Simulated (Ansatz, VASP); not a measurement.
Li2TaO3 in VASP and in Ansatz

The input INCAR:

```
PREC = Accurate
ENCUT = 600
EDIFF = 1E-6
ISMEAR = 0
SIGMA = 0.1
LREAL = False
LASPH = True
NELM = 150
ALGO = Normal
ISIF = 3
LWAVE = False
LCHARG = False
ISPIN = 2
MAGMOM = 0 0 1 0 0 0
LORBIT = 11
LMAXMIX = 4
GGA = PE
IBRION = 2
NSW = 90
EDIFFG = -0.04
```

The input KPOINTS:

```
regular mesh
0
Gamma
  6 6 6
```

The input POSCAR:

```
Li2TaO3
1.0
    4.6320503000      0.0000000000      0.0000000000
   -2.3160251500      4.0114732300      0.0000000000
    0.0000000000      0.0000000000      3.6026934900
Li Ta O
2 1 3
Direct
    0.6666666700      0.3333333300      0.0000000000
    0.3333333300      0.6666666700      0.0000000000
    0.0000000000      0.0000000000      0.0000000000
    0.5000000000      0.0000000000      0.5000000000
    0.5000000000      0.5000000000      0.5000000000
    0.0000000000      0.5000000000      0.5000000000
```

Input for Ansatz:

```yaml
crystal:
  lattice:
    - [4.6320503, 0.0, 0.0]
    - [-2.31602515, 4.01147323, 0.0]
    - [0.0, 0.0, 3.60269349]
  atoms:
    - { symbol: Li, position: [0.66666667, 0.33333333, 0.0] }
    - { symbol: Li, position: [0.33333333, 0.66666667, 0.0] }
    - { symbol: Ta, position: [0.0, 0.0, 0.0], spin: 1.0 }
    - { symbol: O, position: [0.5, 0.0, 0.5] }
    - { symbol: O, position: [0.5, 0.5, 0.5] }
    - { symbol: O, position: [0.0, 0.5, 0.5] }
basis:
  ecutwfc: 420
kpoints:
  mp_grid: { grid: [6, 6, 6] }
hamiltonian:
  xc: pbe
scf:
  occupations: { method: gaussian, width: 0.1 }
  lower_state_search: "off"
output:
  forces: true
  stress: true
  eigenvalues: true
  populations: true
magnetization:
  spin_polarized: true
relax:
  adjacent_minimum: "off"
  f_tol: 0.04
  max_steps: 70
  cell: { stress_tol: 0.4 }
```

Change from the starting cell: species swapped into the CeAl3Pd2 type (P6/mmm, No. 191).

Alike in both runs: task relaxation of cell and atoms; functional PBE; k mesh 6 × 6 × 6; occupations gaussian, width 0.1 eV; collinear spin.

```csv
,VASP,Ansatz
version,VASP 6.6.1,Ansatz 0.2.0
potentials or method,"VASP PAW PBE potentials, release 64 (Li_sv, Ta_pv, O), cutoff 600 eV","scalar-relativistic, plane waves, PAW"
valence electrons in the cell,35,37
```

Ansatz gave:

```
gap on the k mesh at the Fermi level, each at its own relaxed structure (eV) : none
net moment per atom (μB)                                                     : 0.12
size of the moment on the site where the two differ most (μB)                : 0.24
relaxed volume (Å³/atom)                                                     : 8.77
relaxed cell length with the largest relative difference (Å)                 : 4.803
```

Task: Estimate VASP's values.

Result: gap on the k mesh at the Fermi level, each at its own relaxed structure (eV): none; net moment per atom (μB): 0.00; size of the moment on the site where the two differ most (μB): 0.00; relaxed volume (Å³/atom): 8.79; relaxed cell length with the largest relative difference (Å): 4.808.

The net moments are unlike, so the other rows may belong to different states. Site moments also hang on the region over which each program counts them. A gap of «none» marks a metal or a gap that the smearing closes. VASP's potentials hold 35 valence electrons a cell and Ansatz's 37, so a difference there can come from the potentials and not from the codes. Ansatz's warnings: seeded moment not kept.

Neither program's run includes spin-orbit coupling. Noted on VASP's run: the cutoff is short for stress, so the pressure is rough; the volume moved by over 15 % at a fixed basis, so the end points are rough.
